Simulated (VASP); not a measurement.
Here is a VASP 6.6.1 calculation.

The input INCAR:

```
ALGO     = Normal         # electronic algorithm
EDIFF    = 1E-7           # SCF threshold, eV
ENCUT    = 520            # plane-wave cutoff, eV
GGA      = PE             # functional
ISIF     = 2              # what is computed and relaxed
ISMEAR   = 0              # smearing method
LASPH    = T              # aspherical terms in the spheres
LCHARG   = F              # write CHGCAR
LREAL    = F              # projectors in reciprocal space
LWAVE    = F              # write WAVECAR
NBANDS   = 32             # bands
NELM     = 80             # most SCF steps
PREC     = Accurate       # precision mode
SIGMA    = 0.03           # smearing width, eV
```

KPOINTS

```
k-points
0
Gamma
  12 12 12
```

POSCAR

```
Bi2Se3
1.0
    2.2372192405      1.2916591307     10.3089564000
   -2.2372192405      1.2916591307     10.3089564000
    0.0000000000     -2.5833182615     10.3089564000
Bi Se
2 3
Direct
    0.4008000000      0.4008000000      0.4008000000
    0.5992000000      0.5992000000      0.5992000000
    0.0000000000      0.0000000000      0.0000000000
    0.2117000000      0.2117000000      0.2117000000
    0.7883000000      0.7883000000      0.7883000000
```

Potentials or basis: VASP PAW PBE potentials, release 64 (Bi_d, Se).

Run with:

```sh
$ cat potpaw_PBE.64/Bi_d/POTCAR potpaw_PBE.64/Se/POTCAR > POTCAR
$ mpirun -np 1 vasp_std > vasp.out
```

**Question.** Predict the pressure.

**Answer.** -7.0 GPa.

**Question.** What does it give for the band gap on the k mesh?

**Answer.** 0.34 eV.

**Question.** What does it give for the largest force?

**Answer.** 1.166 eV/Å.

Stress tensor (GPa, compression positive):
```
-7.06  0.00  0.00
 0.00 -7.06  0.00
 0.00  0.00 -6.82
```

Caveat: the cell differs from its parent crystal (strain +0.080 along x and y, +0.080 along z); the cell stands under tension; spin-orbit coupling is left out, which moves the levels of the heavy elements; forces of over 1 eV/Å act on the atoms, so gaps and moduli don't describe the material at rest. A k mesh can miss the band edges.
